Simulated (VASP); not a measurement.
# LiF in VASP: further runs

The runs below take LiF through single point, relaxation of cell and atoms, with r2SCAN.

Program: VASP 6.6.1. These are calculated values, not measurements. Logs are shortened: lines on timing, memory, paths and dates and some standing lists are left out, and cuts for length are marked.

## Step 1: The cell of the first run

The structure is cubic, space group Fm-3m (No. 225). The conventional cell has a = 3.990 Å, b = 3.990 Å, c = 3.990 Å, α = 90.00°, β = 90.00°, γ = 90.00°. Within 2.6 Å of Li (site symmetry m-3m) lie 6 F at 1.99 Å. Within 2.6 Å of F (site symmetry m-3m) lie 6 Li at 1.99 Å.

## Step 2: Single point, r2SCAN

POSCAR

```
LiF
1.0
    1.9948982328      1.9948982328      0.0000000000
   -1.9948982328      1.9948982328      0.0000000000
    0.0000000000      1.9948982328      1.9948982328
Li F
1 1
Direct
    0.0000000000      0.0000000000      0.0000000000
    0.5000000000      0.5000000000      0.0000000000
```

INCAR.step1

```
SYSTEM = LiF
PREC     = Accurate       ! precision mode
ENCUT    = 520            ! plane-wave cutoff, eV
ISMEAR   = -1             ! smearing method
SIGMA    = 0.05           ! smearing width, eV
LREAL    = .FALSE.        ! projectors in reciprocal space
LASPH    = .TRUE.         ! aspherical terms in the spheres
NELM     = 80             ! most SCF steps
NBANDS   = 12             ! bands
GGA      = PE             ! functional
ALGO     = Normal         ! electronic algorithm
EDIFF    = 1E-4           ! SCF threshold, eV
LWAVE    = .TRUE.         ! write WAVECAR
LCHARG   = .FALSE.        ! write CHGCAR
```

INCAR.step2

```
SYSTEM = LiF
PREC     = Accurate       ! precision mode
ENCUT    = 520            ! plane-wave cutoff, eV
EDIFF    = 1E-6           ! SCF threshold, eV
ISMEAR   = -1             ! smearing method
SIGMA    = 0.05           ! smearing width, eV
LREAL    = .FALSE.        ! projectors in reciprocal space
LASPH    = .TRUE.         ! aspherical terms in the spheres
NELM     = 80             ! most SCF steps
ALGO     = Normal         ! electronic algorithm
ISIF     = 2              ! what is computed and relaxed
LWAVE    = .FALSE.        ! write WAVECAR
LCHARG   = .FALSE.        ! write CHGCAR
METAGGA  = R2SCAN         ! meta-GGA
LMIXTAU  = .TRUE.       
NBANDS   = 12             ! bands
ISTART   = 1
```

KPOINTS

```
regular mesh
0
G
  14 14 14
  0 0 0
```

Potentials or basis: VASP PAW PBE potentials, release 64 (Li_sv, F).

The run is started by

```console
cat potpaw_PBE.64/Li_sv/POTCAR potpaw_PBE.64/F/POTCAR > POTCAR
cp INCAR.step1 INCAR
mpirun -np 1 vasp_std > vasp.out
cp INCAR.step2 INCAR
mpirun -np 1 vasp_std > vasp.out
```

OUTCAR:

```text
SYSTEM = LiF
   PREC = Accurate
   ENCUT = 520
   EDIFF = 1E-6
   ISMEAR = -1
   LREAL = .FALSE.
   LASPH = .TRUE.
   NELM = 80
   ISIF = 2
   METAGGA = R2SCAN
   ISTART = 1

 ion  position               nearest neighbor table
   1  0.000  0.000  0.000-   2 1.99   2 1.99   2 1.99   2 1.99   2 1.99   2 1.99
   2  0.500  0.500  0.000-   1 1.99   1 1.99   1 1.99   1 1.99   1 1.99   1 1.99

  LATTYP: Found a face centered cubic cell.
 ALAT       =     3.9897964656

  Lattice vectors:

 A1 = (   0.0000000000,   1.9948982328,   1.9948982328)
 A2 = (   1.9948982328,   0.0000000000,   1.9948982328)
 A3 = (   1.9948982328,   1.9948982328,   0.0000000000)

Analysis of symmetry for initial positions (statically):
=====================================================================
 Subroutine PRICEL returns:
 Original cell was already a primitive cell.

 Routine SETGRP: Setting up the symmetry group for a
 face centered cubic supercell.

 Subroutine GETGRP returns: Found 48 space group operations
 (whereof 48 operations were pure point group operations)
 out of a pool of 48 trial point group operations.

The static configuration has the point symmetry O_h .

Analysis of symmetry for dynamics (positions and initial velocities):
=====================================================================
 Subroutine PRICEL returns:
 Original cell was already a primitive cell.

 Routine SETGRP: Setting up the symmetry group for a
 face centered cubic supercell.

 Subroutine GETGRP returns: Found 48 space group operations
 (whereof 48 operations were pure point group operations)
 out of a pool of 48 trial point group operations.

The dynamic configuration has the point symmetry O_h .

 Subroutine INISYM returns: Found 48 space group operations
 (whereof 48 operations are pure point group operations),
 and found     1 'primitive' translations

----------------------------------------------------------------------------------------

                                     Primitive cell

  volume of cell :      15.8779

  direct lattice vectors                    reciprocal lattice vectors
     1.994898233  1.994898233  0.000000000     0.250639352  0.250639352 -0.250639352
    -1.994898233  1.994898233  0.000000000    -0.250639352  0.250639352 -0.250639352
     0.000000000  1.994898233  1.994898233     0.000000000  0.000000000  0.501278704

  length of vectors
     2.821212136  2.821212136  2.821212136     0.434120092  0.434120092  0.501278704

  position of ions in fractional coordinates (direct lattice)
     0.000000000  0.000000000  0.000000000
     0.500000000  0.500000000  0.000000000

  ion indices of the primitive-cell ions
   primitive index   ion index
                 1           1
                 2           2

----------------------------------------------------------------------------------------

 KPOINTS: regular mesh

Automatic generation of k-mesh.
 Grid dimensions read from file:
 generate k-points for:   14   14   14

 Generating k-lattice:

  Cartesian coordinates                     Fractional coordinates (reciprocal lattice)
     0.017902811  0.017902811 -0.017902811     0.071428571  0.000000000  0.000000000
    -0.017902811  0.017902811 -0.017902811     0.000000000  0.071428571  0.000000000
     0.000000000  0.000000000  0.035805622     0.000000000  0.000000000  0.071428571

  Length of vectors
     0.031008578  0.031008578  0.035805622

  Shift w.r.t. Gamma in fractional coordinates (k-lattice)
     0.000000000  0.000000000  0.000000000

 Subroutine IBZKPT returns following result:
 ===========================================

 Found    104 irreducible k-points:

 Following reciprocal coordinates:
            Coordinates               Weight
  0.000000  0.000000  0.000000      1.000000
  0.071429  0.000000  0.000000      8.000000
  0.142857  0.000000  0.000000      8.000000
  0.214286  0.000000  0.000000      8.000000
  0.285714  0.000000  0.000000      8.000000
  0.357143  0.000000  0.000000      8.000000
[... 16 lines left out ...]
[... 51 lines left out ...]
     12      26.5420      0.00000

 k-point     4 :       0.2143    0.0000    0.0000
  band No.  band energies     occupation
      1     -43.4507      2.00000
      2     -22.4785      2.00000
      3      -2.5662      2.00000
      4      -1.5662      2.00000
      5      -1.5662      2.00000
      6      10.0719      0.00000
      7      18.6328      0.00000
      8      21.4928      0.00000
      9      21.4932      0.00000
     10      27.2035      0.00000
     11      27.2036      0.00000
     12      27.3583      0.00000

 k-point     5 :       0.2857    0.0000    0.0000
  band No.  band energies     occupation
      1     -43.4363      2.00000
      2     -22.3818      2.00000
      3      -3.1302      2.00000
      4      -1.6223      2.00000
      5      -1.6223      2.00000
      6      10.4183      0.00000
      7      17.6100      0.00000
      8      20.5381      0.00000
      9      20.5385      0.00000
     10      28.3851      0.00000
     11      28.4482      0.00000
     12      28.4484      0.00000
[... 228 lines left out ...]
      1     -43.4715      2.00000
      2     -22.6129      2.00000
      3      -1.5968      2.00000
      4      -1.5189      2.00000
      5      -1.5188      2.00000
      6       9.2900      0.00000
      7      22.8871      0.00000
      8      23.0695      0.00000
      9      23.0701      0.00000
     10      24.0648      0.00000
     11      26.7543      0.00000
     12      26.7551      0.00000

 k-point    22 :       0.1429    0.1429    0.0000
  band No.  band energies     occupation
      1     -43.4467      2.00000
      2     -22.4467      2.00000
      3      -2.5531      2.00000
      4      -1.9246      2.00000
      5      -1.4992      2.00000
      6      10.3597      0.00000
      7      18.2348      0.00000
      8      20.9807      0.00000
      9      21.6051      0.00000
     10      25.8744      0.00000
     11      27.1452      0.00000
     12      29.7962      0.00000

 k-point    23 :       0.2143    0.1429    0.0000
  band No.  band energies     occupation
      1     -43.4339      2.00000
      2     -22.3545      2.00000
      3      -2.9777      2.00000
      4      -2.1233      2.00000
      5      -1.5526      2.00000
      6      10.8478      0.00000
      7      17.1764      0.00000
      8      20.5177      0.00000
      9      20.7348      0.00000
     10      26.9236      0.00000
     11      27.9641      0.00000
     12      30.5473      0.00000

 k-point    24 :       0.2857    0.1429    0.0000
  band No.  band energies     occupation
      1     -43.4215      2.00000
      2     -22.2621      2.00000
      3      -3.4133      2.00000
      4      -2.2435      2.00000
      5      -1.6341      2.00000
      6      11.1980      0.00000
      7      16.5323      0.00000
      8      20.0437      0.00000
      9      20.1179      0.00000
     10      28.3545      0.00000
     11      28.9299      0.00000
     12      30.8142      0.00000

 [... further k-points ...]

------------------------ aborting loop because EDIFF is reached ----------------------------------------

  FORCE on cell =-STRESS in cart. coord.  units (eV):
  Direction    XX          YY          ZZ          XY          YZ          ZX
  --------------------------------------------------------------------------------------
  -------------------------------------------------------------------------------------
  Total       -0.0759155     -0.0759155     -0.0759155      0.0000000      0.0000000     -0.0000000
  in kB       -7.6603509     -7.6603509     -7.6603509      0.0000000      0.0000000     -0.0000000
  external PRESSURE =      -7.6603509 kB  Pullay stress =       0.0000000 kB

 VOLUME and BASIS-vectors are now :
 -----------------------------------------------------------------------------
  energy-cutoff  :      520.00
  volume of cell :       15.88
      direct lattice vectors                 reciprocal lattice vectors
     1.994898233  1.994898233  0.000000000     0.250639352  0.250639352 -0.250639352
    -1.994898233  1.994898233  0.000000000    -0.250639352  0.250639352 -0.250639352
     0.000000000  1.994898233  1.994898233     0.000000000  0.000000000  0.501278704

 POSITION                                       TOTAL-FORCE (eV/Angst)
 -----------------------------------------------------------------------------------
      0.00000      0.00000      0.00000         0.000000      0.000000      0.000000
      0.00000      1.99490      0.00000        -0.000000     -0.000000      0.000000
 -----------------------------------------------------------------------------------
    total drift:                                0.000000     -0.000000     -0.000000

  FREE ENERGIE OF THE ION-ELECTRON SYSTEM (eV)
  ---------------------------------------------------
  free  energy   TOTEN  =       -11.9031378220 eV

  energy  without entropy=      -11.9031378220  energy(sigma->0) =      -11.90313782
```

Wall time 70 s (1 thread of AMD EPYC 7R13 (Zen 3), shared host); peak memory 0.11 GiB.

Results:

- Free energy: -11.9031 eV
- Band gap on the k mesh: 10.55 eV

Caveat: the cutoff is under 1.25 times the usual one of these potentials, so pressure, stress and relaxed cells hold a basis-set (Pulay) error; the PAW data sets were made with another functional, which shifts forces and pressure a little. A k mesh can miss the band edges.

## Step 3: Single point, r2SCAN (in-plane strain +0.02, then relaxed in part)

POSCAR

```
LiF
1.0
    2.0347961975      2.0347961975      0.0000000000
   -2.0347961975      2.0347961975      0.0000000000
    0.0000000000      2.0347961975      1.9697242825
Li F
1 1
Direct
    0.0000000000      0.0000000000      0.0000000000
    0.5000000000      0.5000000000      0.0000000000
```

INCAR.step1

```
  PREC = Accurate
  ENCUT = 520
  ISMEAR = 0
  SIGMA = 0.01
  LREAL = False
  LASPH = True
  NELM = 60
  NBANDS = 12
  GGA = PE
  ALGO = Normal
  EDIFF = 1E-4
  LWAVE = True
  LCHARG = False
```

INCAR.step2

```
  PREC = Accurate
  ENCUT = 520
  EDIFF = 1E-6
  ISMEAR = 0
  SIGMA = 0.01
  LREAL = False
  LASPH = True
  NELM = 60
  ALGO = Normal
  ISIF = 2
  LWAVE = False
  LCHARG = False
  METAGGA = R2SCAN
  LMIXTAU = True
  NBANDS = 12
  ISTART = 1
```

KPOINTS

```
Automatic mesh
0
Gamma
  10 10 10
```

Potentials or basis: VASP PAW PBE potentials, release 64 (Li_sv, F).

The run is started by

```console
cat potpaw_PBE.64/Li_sv/POTCAR potpaw_PBE.64/F/POTCAR > POTCAR
cp INCAR.step1 INCAR
mpirun -np 1 vasp_std > vasp.out
cp INCAR.step2 INCAR
mpirun -np 1 vasp_std > vasp.out
```

Run time: 64 s. Hardware: 1 thread of AMD EPYC 7R13 (Zen 3), shared host; peak memory 0.11 GiB.

Results (log left out):

```
Free energy            : -11.8964 eV
Band gap on the k mesh : 10.25 eV
```

Levels at points of the mesh, in eV from the valence-band top:
```
           k point  band 2  band 3  band 4  band 5  band 6  band 7  band 8  band 9
(0.00, 0.00, 0.00)  -21.13   -0.08    0.00    0.00   10.25   25.40   25.40   25.66
(0.50, 0.00, 0.00)  -20.71   -2.52   -0.30   -0.24   11.81   18.12   20.11   20.76
(0.50, 0.50, 0.00)  -20.47   -3.04   -1.11   -0.90   15.85   17.59   19.09   21.81
(0.00, 0.00, 0.50)  -20.43   -3.02   -1.10   -1.10   16.47   17.12   19.14   21.59
```

Caveat: the cell differs from its parent crystal (in-plane strain +0.02, then relaxed in part); the cutoff is under 1.25 times the usual one of these potentials, so pressure, stress and relaxed cells hold a basis-set (Pulay) error; the PAW data sets were made with another functional, which shifts forces and pressure a little. A k mesh can miss the band edges.

## Step 4: Single point, r2SCAN (in-plane strain +0.02)

Edit POSCAR of step 3 so:

```diff
@@ -4,3 +4,3 @@
    -2.0347961975      2.0347961975      0.0000000000
-    0.0000000000      2.0347961975      1.9697242825
+    0.0000000000      2.0347961975      1.9709594540
 Li F
```

INCAR.step1

```
SYSTEM = LiF
PREC = Accurate
ENCUT = 520
ISMEAR = 0
SIGMA = 0.01
LREAL = .False.
LASPH = .True.
NELM = 60
NBANDS = 12
GGA = PE
ALGO = Normal
EDIFF = 1E-4
LWAVE = .True.
LCHARG = .False.
```

INCAR.step2

```
SYSTEM = LiF
PREC = Accurate
ENCUT = 520
EDIFF = 1E-7
ISMEAR = 0
SIGMA = 0.01
LREAL = .False.
LASPH = .True.
NELM = 60
ALGO = Normal
ISIF = 2
LWAVE = .False.
LCHARG = .False.
METAGGA = R2SCAN
LMIXTAU = .True.
NBANDS = 12
ISTART = 1
```

KPOINTS

```
regular mesh
0
Gamma
  10 10 10
  0 0 0
```

The run is started by

```console
cat potpaw_PBE.64/Li_sv/POTCAR potpaw_PBE.64/F/POTCAR > POTCAR
cp INCAR.step1 INCAR
mpirun -np 1 vasp_std > vasp.out
cp INCAR.step2 INCAR
mpirun -np 1 vasp_std > vasp.out
```

Wall time 83 s (1 thread of AMD EPYC 7R13 (Zen 3), shared host); peak memory 0.11 GiB.

It converged, with:

```yaml
Free_energy: -11.8964 eV
Band_gap_on_the_k_mesh: 10.24 eV
```

Levels at points of the mesh, in eV from the valence-band top:
```csv
k point,band 3,band 4,band 5,band 6,band 7,band 8
"(0.00, 0.00, 0.00)",-0.08,0.00,0.00,10.24,25.39,25.40
"(0.50, 0.00, 0.00)",-2.52,-0.30,-0.24,11.81,18.12,20.11
"(0.50, 0.50, 0.00)",-3.04,-1.10,-0.90,15.84,17.59,19.08
"(0.00, 0.00, 0.50)",-3.01,-1.10,-1.10,16.46,17.12,19.14
```

Caveat: the cell differs from its parent crystal (in-plane strain +0.02); the cutoff is under 1.25 times the usual one of these potentials, so pressure, stress and relaxed cells hold a basis-set (Pulay) error; the PAW data sets were made with another functional, which shifts forces and pressure a little. A k mesh can miss the band edges.

## Step 5: Relaxation of cell and atoms, r2SCAN

This run uses another cell than the first one, of 8.17 Å³/atom.

POSCAR

```
LiF
1.0
    2.0140000000      2.0140000000      0.0000000000
   -2.0140000000      2.0140000000      0.0000000000
    0.0000000000      2.0140000000      2.0140000000
Li F
1 1
Direct
    0.0000000000      0.0000000000      0.0000000000
    0.5000000000      0.5000000000      0.0000000000
```

INCAR.step1

```
ALGO     = Normal         # electronic algorithm
EDIFF    = 1E-4           # SCF threshold, eV
ENCUT    = 600            # plane-wave cutoff, eV
GGA      = PE             # functional
ISMEAR   = -1             # smearing method
LASPH    = True           # aspherical terms in the spheres
LCHARG   = False          # write CHGCAR
LREAL    = False          # projectors in reciprocal space
LWAVE    = True           # write WAVECAR
NELM     = 60             # most SCF steps
PREC     = Accurate       # precision mode
SIGMA    = 0.05           # smearing width, eV
```

INCAR.step2

```
ALGO     = Normal         # electronic algorithm
EDIFF    = 1E-7           # SCF threshold, eV
EDIFFG   = -0.002         # ionic threshold
ENCUT    = 600            # plane-wave cutoff, eV
IBRION   = 2              # ionic algorithm
ISIF     = 3              # what is computed and relaxed
ISMEAR   = -1             # smearing method
ISTART   = 1            
LASPH    = True           # aspherical terms in the spheres
LCHARG   = False          # write CHGCAR
LMIXTAU  = True         
LREAL    = False          # projectors in reciprocal space
LWAVE    = False          # write WAVECAR
METAGGA  = R2SCAN         # meta-GGA
NELM     = 60             # most SCF steps
NSW      = 100            # ionic steps
PREC     = Accurate       # precision mode
SIGMA    = 0.05           # smearing width, eV
```

KPOINTS

```
k-points
0
Gamma
  14 14 14
```

The run is started by

```console
cat potpaw_PBE.64/Li_sv/POTCAR potpaw_PBE.64/F/POTCAR > POTCAR
cp INCAR.step1 INCAR
mpirun -np 1 vasp_std > vasp.out
cp INCAR.step2 INCAR
mpirun -np 1 vasp_std > vasp.out
```

Run time: 3.7 min. Hardware: 1 thread of AMD EPYC 7R13 (Zen 3), shared host; peak memory 0.12 GiB.

It converged, with:

```
Free energy                           : -11.9111 eV
Relaxed volume                        : 7.84 Å³/atom
Relaxed cell                          : a = 2.810 Å, b = 2.810 Å, c = 2.810 Å, α = 60.00°, β = 60.00°, γ = 90.00°
Space group after relaxing (to 0.1 Å) : Fm-3m (No. 225)
Energy gained by relaxing             : 3.7 meV/atom
Ionic steps                           : 4
Pressure after relaxing               : 0.0 GPa
Band gap on the k mesh                : 10.67 eV
```

Step by step:
```
step  energy change (eV)  largest force (eV/Å)  pressure (GPa)  volume (Å³)
   1              0.0000                0.0000           -3.25        16.34
   2             -0.0060                0.0000           -1.48        15.95
   3             -0.0072                0.0000           -0.37        15.75
   4             -0.0073                0.0000           -0.01        15.68
```

Final structure:
```
CELL_PARAMETERS angstrom
1.98675 1.98675 0.00000
-1.98675 1.98675 0.00000
0.00000 1.98675 1.98675
ATOMIC_POSITIONS crystal
Li 0.00000 0.00000 0.00000
F 0.50000 0.50000 0.00000
```

Levels at points of the mesh, in eV from the valence-band top:
```
           k point  band 2  band 3  band 4  band 5  band 6  band 7  band 8  band 9
(0.00, 0.00, 0.00)  -21.21    0.00    0.00    0.00   10.67   25.90   25.90   25.90
(0.50, 0.00, 0.00)  -20.77   -2.61   -0.26   -0.26   12.07   18.66   20.78   20.78
(0.50, 0.50, 0.00)  -20.48   -3.18   -1.07   -1.07   16.47   17.66   19.65   22.44
```

Caveat: the cutoff is under 1.25 times the usual one of these potentials, so pressure, stress and relaxed cells hold a basis-set (Pulay) error; the PAW data sets were made with another functional, which shifts forces and pressure a little. A k mesh can miss the band edges.

## Step 6: Overview

```csv
task,cell,k mesh,cutoff (eV),smearing,gap on the mesh (eV)
single point,"a = 2.821 Å, angles 60.0, 60.0, 90.0°, 2 atoms",14 × 14 × 14,520,fermi-dirac 0.05 eV,10.55
single point,"a = 2.878, b = 2.878, c = 2.832 Å, angles 59.5, 59.5, 90.0°, 2 atoms",10 × 10 × 10,520,gaussian 0.01 eV,10.25
single point,"a = 2.878, b = 2.878, c = 2.833 Å, angles 59.5, 59.5, 90.0°, 2 atoms",10 × 10 × 10,520,gaussian 0.01 eV,10.24
relaxation of cell and atoms,"relaxed from a = 2.848 Å, angles 60.0, 60.0, 90.0°, 2 atoms",14 × 14 × 14,600,fermi-dirac 0.05 eV,10.67
```

Alike in all rows: level r2SCAN; potentials or basis VASP PAW PBE potentials, release 64 (Li_sv, F); no spin polarisation.

Caveats: the cutoff is under 1.25 times the usual one of these potentials, so pressure, stress and relaxed cells hold a basis-set (Pulay) error; the PAW data sets were made with another functional, which shifts forces and pressure a little.

Absolute energies hang on the potentials; compare differences alone.
